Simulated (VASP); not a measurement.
# Ca (P4/mmm) in VASP: notebook

Ca is run at these levels: LDA; tasks: single point.

Program: VASP 6.6.1. These are calculated values, not measurements. Logs are shortened: lines on timing, memory, paths and dates and some standing lists are left out, and cuts for length are marked.

**1. The cell of the first run**

Symmetry: P4/mmm, No. 123, tetragonal system. The conventional cell has a = 3.489 Å, b = 3.489 Å, c = 3.384 Å, α = 90.00°, β = 90.00°, γ = 90.00°. Within 4.4 Å of Ca (site symmetry 4/mmm) lie 6 Ca at 3.38 to 3.49 Å.

**2. Single point, LDA (strain -0.0300 x Voigt [1, 0, 0, 0, 0, 0])**

INCAR reads:

```
SYSTEM = Ca
ALGO = Normal ; EDIFF = 1E-6
ENCUT = 520 ; GGA = CA
ISIF = 2 ; ISMEAR = 0
LASPH = .TRUE. ; LCHARG = .TRUE.
LELF = .TRUE. ; LREAL = .FALSE.
LVHAR = .TRUE. ; LWAVE = .FALSE.
NBANDS = 11 ; NELM = 100
PREC = Accurate ; SIGMA = 0.15
```

KPOINTS reads:

```
k-points
0
G
  14 14 14
  0 0 0
```

POSCAR reads:

```
Ca
1.0
    3.3839966498      0.0000000000      0.0000000000
    0.0000000000      3.4886563400      0.0000000000
    0.0000000000      0.0000000000      3.4886563400
Ca
1
Direct
    0.0000000000      0.0000000000      0.0000000000
```

Potentials or basis: VASP PAW LDA potentials, release 64 (Ca_sv).

The run is started by

```sh
> cat potpaw_LDA.64/Ca_sv/POTCAR > POTCAR
> mpirun -np 1 vasp_std > vasp.out
```

OUTCAR:

```text
SYSTEM = Ca
   EDIFF = 1E-6
   ENCUT = 520
   GGA = CA
   ISIF = 2
   ISMEAR = 0
   LASPH = .TRUE.
   LREAL = .FALSE.
   NELM = 100
   PREC = Accurate

 ion  position               nearest neighbor table
   1  0.000  0.000  0.000-

  LATTYP: Found a simple tetragonal cell.
 ALAT       =     3.4886563400
 C/A-ratio  =     0.9700000000

  Lattice vectors:

 A1 = (   0.0000000000,   3.4886563400,   0.0000000000)
 A2 = (   0.0000000000,   0.0000000000,   3.4886563400)
 A3 = (   3.3839966498,   0.0000000000,   0.0000000000)

Analysis of symmetry for initial positions (statically):
=====================================================================
 Subroutine PRICEL returns:
 Original cell was already a primitive cell.

 Routine SETGRP: Setting up the symmetry group for a
 simple tetragonal supercell.

 Subroutine GETGRP returns: Found 16 space group operations
 (whereof 16 operations were pure point group operations)
 out of a pool of 16 trial point group operations.

The static configuration has the point symmetry D_4h.

Analysis of symmetry for dynamics (positions and initial velocities):
=====================================================================
 Subroutine PRICEL returns:
 Original cell was already a primitive cell.

 Routine SETGRP: Setting up the symmetry group for a
 simple tetragonal supercell.

 Subroutine GETGRP returns: Found 16 space group operations
 (whereof 16 operations were pure point group operations)
 out of a pool of 16 trial point group operations.

The dynamic configuration has the point symmetry D_4h.

 Subroutine INISYM returns: Found 16 space group operations
 (whereof 16 operations are pure point group operations),
 and found     1 'primitive' translations

----------------------------------------------------------------------------------------

                                     Primitive cell

  volume of cell :      41.1857

  direct lattice vectors                    reciprocal lattice vectors
     3.383996650  0.000000000  0.000000000     0.295508567  0.000000000  0.000000000
     0.000000000  3.488656340  0.000000000     0.000000000  0.286643310  0.000000000
     0.000000000  0.000000000  3.488656340     0.000000000  0.000000000  0.286643310

  length of vectors
     3.383996650  3.488656340  3.488656340     0.295508567  0.286643310  0.286643310

  position of ions in fractional coordinates (direct lattice)
     0.000000000  0.000000000  0.000000000

  ion indices of the primitive-cell ions
   primitive index   ion index
                 1           1

----------------------------------------------------------------------------------------

 KPOINTS: k-points

Automatic generation of k-mesh.
 Grid dimensions read from file:
 generate k-points for:   14   14   14

 Generating k-lattice:

  Cartesian coordinates                     Fractional coordinates (reciprocal lattice)
     0.021107755  0.000000000  0.000000000     0.071428571  0.000000000  0.000000000
     0.000000000  0.020474522  0.000000000     0.000000000  0.071428571  0.000000000
     0.000000000  0.000000000  0.020474522     0.000000000  0.000000000  0.071428571

  Length of vectors
     0.021107755  0.020474522  0.020474522

  Shift w.r.t. Gamma in fractional coordinates (k-lattice)
     0.000000000  0.000000000  0.000000000

 Subroutine IBZKPT returns following result:
 ===========================================

 Found    288 irreducible k-points:

 Following reciprocal coordinates:
            Coordinates               Weight
  0.000000  0.000000  0.000000      1.000000
  0.071429  0.000000  0.000000      2.000000
  0.142857  0.000000  0.000000      2.000000
  0.214286  0.000000  0.000000      2.000000
  0.285714  0.000000  0.000000      2.000000
  0.357143  0.000000  0.000000      2.000000
[... 16 lines left out ...]
  0.428571  0.142857  0.000000      8.000000
  0.500000  0.142857  0.000000      4.000000
 [... further k-points ...]
   k-points           NKPTS =    288   k-points in BZ     NKDIM =    288   number of bands    NBANDS=     11
   number of dos      NEDOS =    301   number of ions     NIONS =      1
   total plane-waves  NPLWV =  21952
   dimension x,y,z NGX =    28 NGY =   28 NGZ =   28
   dimension x,y,z NGXF=    56 NGYF=   56 NGZF=   56
   ions per type =               1
   NGX,Y,Z   is equivalent  to a cutoff of  13.76, 13.34, 13.34 a.u.
   NGXF,Y,Z  is equivalent  to a cutoff of  27.51, 26.69, 26.69 a.u.
 SYSTEM =  Ca
   PREC   = accura    normal or accurate (medium, high low for compatibility)
   ISTART =      0    job   : 0-new  1-cont  2-samecut
   ICHARG =      2    charge: 1-file 2-atom 10-const
   ISPIN  =      1    spin polarized calculation?
   LNONCOLLINEAR =      F non collinear calculations
   LSORBIT =      F    spin-orbit coupling
   LASPH  =      T    aspherical Exc in radial PAW
   ENCUT  =  520.0 eV  38.22 Ry    6.18 a.u.   6.29  6.49  6.49*2*pi/ulx,y,z
   NELM   =    100;   NELMIN=  2; NELMDL= -5     # of ELM steps
   EDIFF  = 0.1E-05   stopping-criterion for ELM
   LREAL  =      F    real-space projection
   EDIFFG = 0.1E-04   stopping-criterion for IOM
   NSW    =      0    number of steps for IOM
   IBRION =     -1    ionic relax: 0-MD 1-quasi-New 2-CG
   NFREE  =      0    steps in history (QN), initial steepest desc. (CG)
   ISIF   =      2    stress and relaxation
   ISYM   =      2    0-nonsym 1-usesym 2-fastsym
   POTIM  = 0.5000    time-step for ionic-motion
   TEBEG  =    0.0;   TEEND  =   0.0 temperature during run
   PSTRESS=    0.0 pullay stress
   NELECT =      10.0000    total number of electrons
   NUPDOWN=      -1.0000    fix difference up-down
   EMIN   =  10.00;   EMAX   =-10.00  energy-range for DOS
   EFERMI =   0.00;   METHOD = LEGACY
   ISMEAR =     0;   SIGMA  =   0.15  broadening in eV -4-tet -1-fermi 0-gaus
   EFERMI_NEDOS =   21; number of points for ismear=-14 and -15
   IALGO  =     38    algorithm
   IMIX   =      4    mixing-type and parameters
     AMIX     =   0.40;   BMIX     =  1.00
     AMIX_MAG =   1.60;   BMIX_MAG =  1.00
  volume/ion in A,a.u.               =      41.19       277.93
  Fermi-wavevector in a.u.,A,eV,Ry     =   1.021314  1.930004 14.192003  1.043083
  Thomas-Fermi vector in A             =   2.154932
   LORBIT       =      0    0 simple, 1 ext, 2 COOP (PROOUT), +10 PAW based schemes
   GGA     = CA    functional components
   LHFCALC =     F    Hartree Fock is set to
   AEXX    =    0.0000 exact exchange contribution
   IVDW    =     0    specifies the selected vdW correction
   LEPSILON=     F    determine dielectric tensor
   LRPA    =     F    only Hartree local field effects (RPA)
 non-spin polarized calculation
 Gauss-broadening in eV      SIGMA  =   0.15
  energy-cutoff  :      520.00
  volume of cell :       41.19
 maximum number of plane-waves:      1129
 NGX is ok and might be reduce to    28
   NGX = 13   NGY = 13   NGZ = 13

 number of electron      10.0000000 magnetization

 number of electron       9.9999999 magnetization

 Free energy of the ion-electron system (eV)
  ---------------------------------------------------
  ext. energy  EPLUGINS =         0.00000000
  ---------------------------------------------------
  free energy    TOTEN  =        -1.81799721 eV

  energy without entropy =       -1.80672090  energy(sigma->0) =       -1.81235905

 E-fermi :   1.7607     XC(G=0):  -8.0180

 val. band max:        1.7528405297   @ k =   0.1429   0.4286   0.0000
 cond. band min:       1.7771179792   @ k =   0.0714   0.4286   0.1429
 fundamental gap:      0.0242774494
 Fermi energy:         1.7607155542

 k-point     1 :       0.0000    0.0000    0.0000
  band No.  band energies     occupation
      1     -39.8717      2.00000
      2     -21.0449      2.00000
      3     -21.0449      2.00000
      4     -21.0173      2.00000
      5      -2.1345      2.00000
      6       2.4677      0.00000
      7       2.4799      0.00000
      8       5.8570      0.00000
      9       5.9636      0.00000
     10       5.9636      0.00000
     11      10.4141      0.00000

 k-point     2 :       0.0714    0.0000    0.0000
  band No.  band energies     occupation
      1     -39.8702      2.00000
      2     -21.0435      2.00000
      3     -21.0435      2.00000
      4     -21.0330      2.00000
      5      -2.0551      2.00000
      6       2.5056      0.00000
      7       2.5066      0.00000
      8       5.8611      0.00000
      9       5.8611      0.00000
     10       5.8640      0.00000
     11      10.5726      0.00000

 k-point     3 :       0.1429    0.0000    0.0000
  band No.  band energies     occupation
      1     -39.8660      2.00000
      2     -21.0770      2.00000
      3     -21.0396      2.00000
      4     -21.0396      2.00000
      5      -1.8215      2.00000
      6       2.5793      0.00000
      7       2.6020      0.00000
      8       5.6011      0.00000
      9       5.6011      0.00000
     10       5.8838      0.00000
     11       9.5376      0.00000

 k-point     4 :       0.2143    0.0000    0.0000
  band No.  band energies     occupation
      1     -39.8599      2.00000
      2     -21.1398      2.00000
      3     -21.0340      2.00000
      4     -21.0340      2.00000
      5      -1.4470      2.00000
      6       2.6849      0.00000
      7       2.6902      0.00000
      8       5.2767      0.00000
      9       5.2767      0.00000
     10       5.9126      0.00000
     11       8.5427      0.00000
[... 239 lines left out ...]
 k-point    22 :       0.3571    0.1429    0.0000
  band No.  band energies     occupation
      1     -39.8431      2.00000
      2     -21.2644      2.00000
      3     -21.0654      2.00000
      4     -21.0185      2.00000
      5      -0.1105      2.00000
      6       2.4336      0.00000
      7       3.0895      0.00000
      8       4.4915      0.00000
      9       4.7629      0.00000
     10       5.7317      0.00000
     11       7.6338      0.00000

 k-point    23 :       0.4286    0.1429    0.0000
  band No.  band energies     occupation
      1     -39.8389      2.00000
      2     -21.3061      2.00000
      3     -21.0612      2.00000
      4     -21.0146      2.00000
      5       0.5184      2.00000
      6       1.9174      0.13951
      7       3.1904      0.00000
      8       4.4368      0.00000
      9       4.6072      0.00000
     10       5.7583      0.00000
     11       7.4310      0.00000

 k-point    24 :       0.5000    0.1429    0.0000
  band No.  band energies     occupation
      1     -39.8374      2.00000
      2     -21.3209      2.00000
      3     -21.0597      2.00000
      4     -21.0133      2.00000
      5       1.0045      2.00000
      6       1.4580      1.99569
      7       3.2300      0.00000
      8       4.4166      0.00000
      9       4.5535      0.00000
     10       5.7679      0.00000
     11       7.3896      0.00000

 [... further k-points ...]
[... 5 lines left out ...]
  --------------------------------------------------------------------------------------
  -------------------------------------------------------------------------------------
  Total        0.0459584     -0.3769259     -0.3769259      0.0000000      0.0000000      0.0000000
  in kB        1.7878441    -14.6629136    -14.6629136      0.0000000      0.0000000      0.0000000
  external PRESSURE =      -9.1793277 kB  Pullay stress =       0.0000000 kB

 VOLUME and BASIS-vectors are now :
 -----------------------------------------------------------------------------
  energy-cutoff  :      520.00
  volume of cell :       41.19
      direct lattice vectors                 reciprocal lattice vectors
     3.383996650  0.000000000  0.000000000     0.295508567  0.000000000  0.000000000
     0.000000000  3.488656340  0.000000000     0.000000000  0.286643310  0.000000000
     0.000000000  0.000000000  3.488656340     0.000000000  0.000000000  0.286643310

 POSITION                                       TOTAL-FORCE (eV/Angst)
 -----------------------------------------------------------------------------------
      0.00000      0.00000      0.00000         0.000000      0.000000      0.000000
 -----------------------------------------------------------------------------------
    total drift:                               -0.000000     -0.000000     -0.000000

  FREE ENERGIE OF THE ION-ELECTRON SYSTEM (eV)
  ---------------------------------------------------
  free  energy   TOTEN  =        -1.8179972054 eV

  energy  without entropy=       -1.8067209000  energy(sigma->0) =       -1.81235905
```

It took 66 s on 1 thread of Intel Xeon Platinum 8488C (Sapphire Rapids), shared host; peak memory 0.24 GiB.

Results:

* Free energy: -1.8180 eV
* Pressure: -0.9 GPa
* Band gap on the k mesh: zero (band 5 reaches 2.37 eV, above the bottom of band 6 at 1.32 eV)

Stress tensor (GPa, compression positive):
```
 0.18  0.00  0.00
 0.00 -1.47  0.00
 0.00  0.00 -1.47
```

Levels at points of the mesh, in eV from the Fermi level:
```
           k point  band 2  band 3  band 4  band 5  band 6  band 7  band 8  band 9
(0.00, 0.00, 0.00)  -22.81  -22.81  -22.78   -3.90    0.71    0.72    4.10    4.20
(0.50, 0.00, 0.00)  -23.09  -22.78  -22.78   -1.08   -0.29    1.31    2.74    2.74
(0.00, 0.50, 0.00)  -23.04  -22.79  -22.76   -1.29   -0.44    1.18    2.83    3.03
(0.50, 0.50, 0.00)  -23.06  -23.00  -22.76   -0.45    0.93    2.56    2.64    3.04
(0.00, 0.50, 0.50)  -23.01  -23.01  -22.74   -0.42    0.71    2.39    2.39    3.30
(0.50, 0.50, 0.50)  -23.03  -22.97  -22.97    0.55    0.55    0.75    4.90    5.04
```

Caveat: the cell differs from its parent crystal (strain -0.0300 x Voigt [1, 0, 0, 0, 0, 0]).

**3. Single point, LDA (strain -0.0150 x Voigt [1, 0, 0, 0, 0, 0])**

INCAR reads:

```
SYSTEM = Ca
PREC = Accurate ; ENCUT = 520
EDIFF = 1E-6 ; ISMEAR = 0
SIGMA = 0.15 ; LREAL = .FALSE.
LASPH = .TRUE. ; NELM = 100
ALGO = Normal ; ISIF = 2
LWAVE = .FALSE. ; LCHARG = .TRUE.
GGA = CA ; LELF = .TRUE.
LVHAR = .TRUE. ; NBANDS = 11
```

KPOINTS reads:

```
regular mesh
0
G
  14 14 14
  0 0 0
```

Edit POSCAR of step 2 so:

```diff
@@ -2,3 +2,3 @@
 1.0
-    3.3839966498      0.0000000000      0.0000000000
+    3.4363264949      0.0000000000      0.0000000000
     0.0000000000      3.4886563400      0.0000000000
```

Potentials or basis: VASP PAW LDA potentials, release 64 (Ca_sv).

The run is started by

```sh
> cat potpaw_LDA.64/Ca_sv/POTCAR > POTCAR
> mpirun -np 1 vasp_std > vasp.out
```

Wall time 75 s (1 thread of Intel Xeon Platinum 8488C (Sapphire Rapids), shared host); peak memory 0.24 GiB.

Results (log left out):

```yaml
Free_energy: -1.8173 eV
Pressure: -1.1 GPa
Band_gap_on_the_k_mesh: zero (band 5 reaches 2.32 eV, above the bottom of band 6 at 1.28 eV)
```

Stress tensor (GPa, compression positive):
```
-0.59  0.00  0.00
 0.00 -1.33  0.00
 0.00  0.00 -1.33
```

Levels at points of the mesh, in eV from the Fermi level:
| k point | band 3 | band 4 | band 5 | band 6 | band 7 | band 8 |
| --- | --- | --- | --- | --- | --- | --- |
| (0.00, 0.00, 0.00) | -22.84 | -22.82 | -3.88 | 0.71 | 0.72 | 4.07 |
| (0.50, 0.00, 0.00) | -22.81 | -22.81 | -1.16 | -0.35 | 1.26 | 2.77 |
| (0.00, 0.50, 0.00) | -22.82 | -22.81 | -1.27 | -0.43 | 1.20 | 2.82 |
| (0.50, 0.50, 0.00) | -23.04 | -22.79 | -0.43 | 0.87 | 2.49 | 2.53 |
| (0.00, 0.50, 0.50) | -23.04 | -22.79 | -0.41 | 0.76 | 2.41 | 2.41 |
| (0.50, 0.50, 0.50) | -23.01 | -23.01 | 0.59 | 0.59 | 0.69 | 4.86 |

Caveat: the cell differs from its parent crystal (strain -0.0150 x Voigt [1, 0, 0, 0, 0, 0]).

**4. Single point, LDA (strain +0.0150 x Voigt [1, 0, 0, 0, 0, 0])**

INCAR reads:

```
  ALGO = Fast
  EDIFF = 1E-6
  ENCUT = 520
  GGA = CA
  ISIF = 2
  ISMEAR = 0
  LASPH = True
  LCHARG = False
  LREAL = False
  LWAVE = False
  NBANDS = 11
  NELM = 60
  PREC = Accurate
  SIGMA = 0.15
```

KPOINTS reads:

```
k-points
0
Gamma
  14 14 14
```

Edit POSCAR of step 3 so:

```diff
@@ -2,3 +2,3 @@
 1.0
-    3.4363264949      0.0000000000      0.0000000000
+    3.5409861851      0.0000000000      0.0000000000
     0.0000000000      3.4886563400      0.0000000000
```

The run is started by

```sh
> cat potpaw_LDA.64/Ca_sv/POTCAR > POTCAR
> mpirun -np 1 vasp_std > vasp.out
```

Run time: 1.9 min. Hardware: 1 thread of Intel Xeon Platinum 8488C (Sapphire Rapids), shared host; peak memory 0.24 GiB.

It converged, with:

| Property | Result |
| --- | --- |
| Free energy | -1.8081 eV |
| Pressure | -1.3 GPa |
| Band gap on the k mesh | zero (band 5 reaches 2.19 eV, above the bottom of band 6 at 1.13 eV) |

Stress tensor (GPa, compression positive):
```
-1.77  0.00  0.00
 0.00 -1.12  0.00
 0.00  0.00 -1.12
```

Levels at points of the mesh, in eV from the Fermi level:
```csv
k point,band 3,band 4,band 5,band 6,band 7,band 8
"(0.00, 0.00, 0.00)",-22.89,-22.89,-3.84,0.72,0.72,3.99
"(0.50, 0.00, 0.00)",-22.88,-22.88,-1.32,-0.46,1.17,2.84
"(0.00, 0.50, 0.00)",-22.89,-22.87,-1.21,-0.39,1.22,2.70
"(0.50, 0.50, 0.00)",-23.08,-22.86,-0.37,0.76,2.33,2.37
"(0.00, 0.50, 0.50)",-23.10,-22.87,-0.39,0.86,2.45,2.45
"(0.50, 0.50, 0.50)",-23.07,-23.05,0.57,0.67,0.67,4.73
```

Caveat: the cell differs from its parent crystal (strain +0.0150 x Voigt [1, 0, 0, 0, 0, 0]).

**5. The runs side by side**

| cell | gap on the mesh (eV) | pressure (GPa) |
| --- | --- | --- |
| a = 3.384, b = 3.489, c = 3.489 Å, 1 atom | none | -0.9 |
| a = 3.436, b = 3.489, c = 3.489 Å, 1 atom | none | -1.1 |
| a = 3.541, b = 3.489, c = 3.489 Å, 1 atom | none | -1.3 |

Alike in all rows: task single point; level LDA; potentials or basis VASP PAW LDA potentials, release 64 (Ca_sv); no spin polarisation; k mesh 14 × 14 × 14; cutoff (eV) 520; smearing gaussian 0.15 eV.

Total energies depend on the potentials used, so only differences within one code and one set of settings carry meaning.
